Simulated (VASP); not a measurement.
# Cu (Fm-3m) in VASP: single point with PBE

Aim: the single point of Cu with PBE.

Program: VASP 6.6.1. These are calculated values, not measurements. Logs are shortened: lines on timing, memory, paths and dates and some standing lists are left out, and cuts for length are marked.

**1. The cell of the first run**

Symmetry: Fm-3m, No. 225, cubic system. The conventional cell has a = 3.630 Å, b = 3.630 Å, c = 3.630 Å, α = 90.00°, β = 90.00°, γ = 90.00°. Cu (site symmetry m-3m) has 12 Cu at 2.57 Å within 3.4 Å.

**2. Single point, PBE**

File INCAR:

```
SYSTEM = Cu
ALGO = Normal
EDIFF = 1E-6
ENCUT = 520
GGA = PE
ISIF = 2
ISMEAR = -1
LASPH = .True.
LCHARG = .True.
LELF = .True.
LREAL = .False.
LVHAR = .True.
LWAVE = .False.
NBANDS = 18
NELM = 60
PREC = Accurate
SIGMA = 0.1
```

File KPOINTS:

```
k-points
0
Gamma
  14 14 10
  0 0 0
```

File POSCAR:

```
Cu
1.0
    1.8147994276      1.8147994276      0.0000000000
   -1.8147994276      1.8147994276      0.0000000000
    0.0000000000      0.0000000000      3.6295988553
Cu
2
Direct
    0.0000000000      0.0000000000      0.0000000000
    0.5000000000      0.5000000000      0.5000000000
```

Potentials or basis: VASP PAW PBE potentials, release 64 (Cu).

On the command line:

```console
cat potpaw_PBE.64/Cu/POTCAR > POTCAR
mpirun -np 1 vasp_std > vasp.out
```

OUTCAR:

```text
SYSTEM = Cu
   EDIFF = 1E-6
   ENCUT = 520
   GGA = PE
   ISIF = 2
   ISMEAR = -1
   LASPH = .True.
   LREAL = .False.
   NELM = 60
   PREC = Accurate

 ion  position               nearest neighbor table
   1  0.000  0.000  0.000-   2 2.57   2 2.57   2 2.57   2 2.57   2 2.57   2 2.57   2 2.57   2 2.57

   2  0.500  0.500  0.500-   1 2.57   1 2.57   1 2.57   1 2.57   1 2.57   1 2.57   1 2.57   1 2.57

  LATTYP: Found a simple tetragonal cell.
 ALAT       =     2.5665139635
 C/A-ratio  =     1.4142135624

  Lattice vectors:

 A1 = (   1.8147994276,   1.8147994276,   0.0000000000)
 A2 = (  -1.8147994276,   1.8147994276,   0.0000000000)
 A3 = (   0.0000000000,   0.0000000000,   3.6295988553)

Analysis of symmetry for initial positions (statically):
=====================================================================
 Subroutine PRICEL returns following result:

  LATTYP: Found a face centered cubic cell.
 ALAT       =     3.6295988552

  Lattice vectors:

 A1 = (   0.0000000000,  -1.8147994276,  -1.8147994276)
 A2 = (   1.8147994276,   0.0000000000,  -1.8147994277)
 A3 = (   1.8147994276,  -1.8147994276,   0.0000000000)

   2 primitive cells build up your supercell.

 Routine SETGRP: Setting up the symmetry group for a
 simple tetragonal supercell.

 Subroutine GETGRP returns: Found 16 space group operations
 (whereof 16 operations were pure point group operations)
 out of a pool of 16 trial point group operations.

The static configuration has the point symmetry D_4h.

Analysis of symmetry for dynamics (positions and initial velocities):
=====================================================================
 Subroutine PRICEL returns following result:

  LATTYP: Found a face centered cubic cell.
 ALAT       =     3.6295988552

  Lattice vectors:

 A1 = (   0.0000000000,  -1.8147994276,  -1.8147994276)
 A2 = (   1.8147994276,   0.0000000000,  -1.8147994277)
 A3 = (   1.8147994276,  -1.8147994276,   0.0000000000)

   2 primitive cells build up your supercell.

 Routine SETGRP: Setting up the symmetry group for a
 simple tetragonal supercell.

 Subroutine GETGRP returns: Found 16 space group operations
 (whereof 16 operations were pure point group operations)
 out of a pool of 16 trial point group operations.

The dynamic configuration has the point symmetry D_4h.

 Subroutine INISYM returns: Found 16 space group operations
 (whereof 16 operations are pure point group operations),
 and found     2 'primitive' translations

----------------------------------------------------------------------------------------

                                     Primitive cell

  volume of cell :      11.9541

  direct lattice vectors                    reciprocal lattice vectors
     0.000000000 -1.814799428 -1.814799428    -0.275512540 -0.275512540 -0.275512540
     1.814799428  0.000000000 -1.814799428     0.275512540  0.275512540 -0.275512540
     1.814799428 -1.814799428  0.000000000     0.275512540 -0.275512540  0.275512540

  length of vectors
     2.566513964  2.566513964  2.566513963     0.477201718  0.477201718  0.477201718

  position of ions in fractional coordinates (direct lattice)
     0.000000000  0.000000000  0.000000000

  ion indices of the primitive-cell ions
   primitive index   ion index
                 1           1

----------------------------------------------------------------------------------------

 KPOINTS: k-points

Automatic generation of k-mesh.
 Grid dimensions read from file:
 generate k-points for:   14   14   10

 Generating k-lattice:

  Cartesian coordinates                     Fractional coordinates (reciprocal lattice)
     0.019679467  0.019679467  0.000000000     0.071428571  0.000000000  0.000000000
    -0.019679467  0.019679467  0.000000000     0.000000000  0.071428571  0.000000000
     0.000000000  0.000000000  0.027551254     0.000000000  0.000000000  0.100000000

  Length of vectors
     0.027830969  0.027830969  0.027551254

  Shift w.r.t. Gamma in fractional coordinates (k-lattice)
     0.000000000  0.000000000  0.000000000

 Subroutine IBZKPT returns following result:
 ===========================================

 Found    216 irreducible k-points:

 Following reciprocal coordinates:
            Coordinates               Weight
  0.000000  0.000000  0.000000      1.000000
  0.071429  0.000000  0.000000      4.000000
  0.142857  0.000000  0.000000      4.000000
  0.214286  0.000000  0.000000      4.000000
  0.285714  0.000000  0.000000      4.000000
  0.357143  0.000000  0.000000      4.000000
[... 16 lines left out ...]
  0.285714  0.214286  0.000000      8.000000
  0.357143  0.214286  0.000000      8.000000
 [... further k-points ...]
   k-points           NKPTS =    216   k-points in BZ     NKDIM =    216   number of bands    NBANDS=     18
   number of dos      NEDOS =    301   number of ions     NIONS =      2
   total plane-waves  NPLWV =  11200
   dimension x,y,z NGX =    20 NGY =   20 NGZ =   28
   dimension x,y,z NGXF=    40 NGYF=   40 NGZF=   56
   ions per type =               2
   NGX,Y,Z   is equivalent  to a cutoff of  12.95, 12.95, 12.82 a.u.
   NGXF,Y,Z  is equivalent  to a cutoff of  25.91, 25.91, 25.65 a.u.
 SYSTEM =  Cu
   PREC   = accura    normal or accurate (medium, high low for compatibility)
   ISTART =      0    job   : 0-new  1-cont  2-samecut
   ICHARG =      2    charge: 1-file 2-atom 10-const
   ISPIN  =      1    spin polarized calculation?
   LNONCOLLINEAR =      F non collinear calculations
   LSORBIT =      F    spin-orbit coupling
   LASPH  =      T    aspherical Exc in radial PAW
   ENCUT  =  520.0 eV  38.22 Ry    6.18 a.u.   4.77  4.77  6.75*2*pi/ulx,y,z
   NELM   =     60;   NELMIN=  2; NELMDL= -5     # of ELM steps
   EDIFF  = 0.1E-05   stopping-criterion for ELM
   LREAL  =      F    real-space projection
   EDIFFG = 0.1E-04   stopping-criterion for IOM
   NSW    =      0    number of steps for IOM
   IBRION =     -1    ionic relax: 0-MD 1-quasi-New 2-CG
   NFREE  =      0    steps in history (QN), initial steepest desc. (CG)
   ISIF   =      2    stress and relaxation
   ISYM   =      2    0-nonsym 1-usesym 2-fastsym
   POTIM  = 0.5000    time-step for ionic-motion
   TEBEG  =    0.0;   TEEND  =   0.0 temperature during run
   PSTRESS=    0.0 pullay stress
   NELECT =      22.0000    total number of electrons
   NUPDOWN=      -1.0000    fix difference up-down
   EMIN   =  10.00;   EMAX   =-10.00  energy-range for DOS
   EFERMI =   0.00;   METHOD = LEGACY
   ISMEAR =    -1;   SIGMA  =   0.10  broadening in eV -4-tet -1-fermi 0-gaus
   EFERMI_NEDOS =   21; number of points for ismear=-14 and -15
   IALGO  =     38    algorithm
   IMIX   =      4    mixing-type and parameters
     AMIX     =   0.40;   BMIX     =  1.00
     AMIX_MAG =   1.60;   BMIX_MAG =  1.00
  volume/ion in A,a.u.               =      11.95        80.67
  Fermi-wavevector in a.u.,A,eV,Ry     =   1.592333  3.009072 34.497882  2.535523
  Thomas-Fermi vector in A             =   2.690734
   LORBIT       =      0    0 simple, 1 ext, 2 COOP (PROOUT), +10 PAW based schemes
   GGA     = PE    functional components
   LHFCALC =     F    Hartree Fock is set to
   AEXX    =    0.0000 exact exchange contribution
   IVDW    =     0    specifies the selected vdW correction
   LEPSILON=     F    determine dielectric tensor
   LRPA    =     F    only Hartree local field effects (RPA)
 non-spin polarized calculation
  energy-cutoff  :      520.00
  volume of cell :       23.91
 maximum number of plane-waves:       664
 NGX is ok and might be reduce to    20
   NGX =  9   NGY =  9   NGZ = 13

 number of electron      21.9999947 magnetization

 Free energy of the ion-electron system (eV)
  ---------------------------------------------------
  ext. energy  EPLUGINS =         0.00000000
  ---------------------------------------------------
  free energy    TOTEN  =        -7.46553165 eV

  energy without entropy =       -7.44602659  energy(sigma->0) =       -7.45577912

 E-fermi :   7.4417     XC(G=0): -12.6561

 val. band max:        7.4201259467   @ k =   0.5000   0.1429   0.2000
 cond. band min:       7.4958585017   @ k =   0.0714   0.0714   0.2000
 fundamental gap:      0.0757325550
 Fermi energy:         7.4417038031

 k-point     1 :       0.0000    0.0000    0.0000
  band No.  band energies     occupation
      1      -1.8231      2.00000
      2       2.6259      2.00000
      3       3.0771      2.00000
      4       4.4433      2.00000
      5       4.4433      2.00000
      6       4.4440      2.00000
[... 10 lines left out ...]
     17      27.4959      0.00000
     18      29.9339      0.00000

 k-point     2 :       0.0714    0.0000    0.0000
  band No.  band energies     occupation
      1      -1.7002      2.00000
      2       2.6826      2.00000
      3       3.1109      2.00000
      4       4.4149      2.00000
      5       4.4646      2.00000
      6       4.4718      2.00000
[... 10 lines left out ...]
     17      28.4123      0.00000
     18      29.3157      0.00000

 k-point     3 :       0.1429    0.0000    0.0000
  band No.  band energies     occupation
      1      -1.3357      2.00000
      2       2.8412      2.00000
      3       3.2073      2.00000
      4       4.3360      2.00000
      5       4.5272      2.00000
      6       4.5409      2.00000
[... 10 lines left out ...]
     17      27.4063      0.00000
     18      28.3758      0.00000

 k-point     4 :       0.2143    0.0000    0.0000
  band No.  band energies     occupation
      1      -0.7433      2.00000
      2       3.0694      2.00000
      3       3.3487      2.00000
      4       4.2237      2.00000
      5       4.6046      2.00000
      6       4.6270      2.00000
[... 375 lines left out ...]
      4       3.8936      2.00000
      5       4.2219      2.00000
      6       4.8329      2.00000
[... 10 lines left out ...]
     17      25.4840      0.00000
     18      26.7373      0.00000

 k-point    23 :       0.2857    0.2143    0.0000
  band No.  band energies     occupation
      1       0.9695      2.00000
      2       3.3752      2.00000
      3       3.7477      2.00000
      4       3.9246      2.00000
      5       3.9502      2.00000
      6       4.7302      2.00000
[... 10 lines left out ...]
     17      23.8998      0.00000
     18      25.8320      0.00000

 k-point    24 :       0.3571    0.2143    0.0000
  band No.  band energies     occupation
      1       1.7416      2.00000
      2       3.3688      2.00000
      3       3.6270      2.00000
      4       3.7375      2.00000
      5       4.1004      2.00000
      6       4.6174      2.00000
[... 10 lines left out ...]
     17      22.0555      0.00000
     18      23.9803      0.00000

 [... further k-points ...]
[... 5 lines left out ...]
  --------------------------------------------------------------------------------------
  -------------------------------------------------------------------------------------
  Total        0.1352853      0.1352853      0.1046777      0.0000000     -0.0000000      0.0000000
  in kB        9.0659927      9.0659927      7.0148546      0.0000000     -0.0000000      0.0000000
  external PRESSURE =       8.3822800 kB  Pullay stress =       0.0000000 kB

 VOLUME and BASIS-vectors are now :
 -----------------------------------------------------------------------------
  energy-cutoff  :      520.00
  volume of cell :       23.91
      direct lattice vectors                 reciprocal lattice vectors
     1.814799428  1.814799428  0.000000000     0.275512540  0.275512540  0.000000000
    -1.814799428  1.814799428  0.000000000    -0.275512540  0.275512540  0.000000000
     0.000000000  0.000000000  3.629598855     0.000000000  0.000000000  0.275512540

 POSITION                                       TOTAL-FORCE (eV/Angst)
 -----------------------------------------------------------------------------------
      0.00000      0.00000      0.00000         0.000000      0.000000     -0.000000
      0.00000      1.81480      1.81480        -0.000000     -0.000000      0.000000
 -----------------------------------------------------------------------------------
    total drift:                               -0.000000      0.000000      0.000000

  FREE ENERGIE OF THE ION-ELECTRON SYSTEM (eV)
  ---------------------------------------------------
  free  energy   TOTEN  =        -7.4655316536 eV

  energy  without entropy=       -7.4460265926  energy(sigma->0) =       -7.45577912
```

It took 41 s on 1 thread of Intel Xeon 6975P-C, shared host; peak memory 0.19 GiB.

Results:

```yaml
Free_energy: -7.4655 eV
Pressure: 0.8 GPa
Band_gap_on_the_k_mesh: zero (band 11 reaches 13.59 eV, above the bottom of band 12 at 5.52 eV)
```
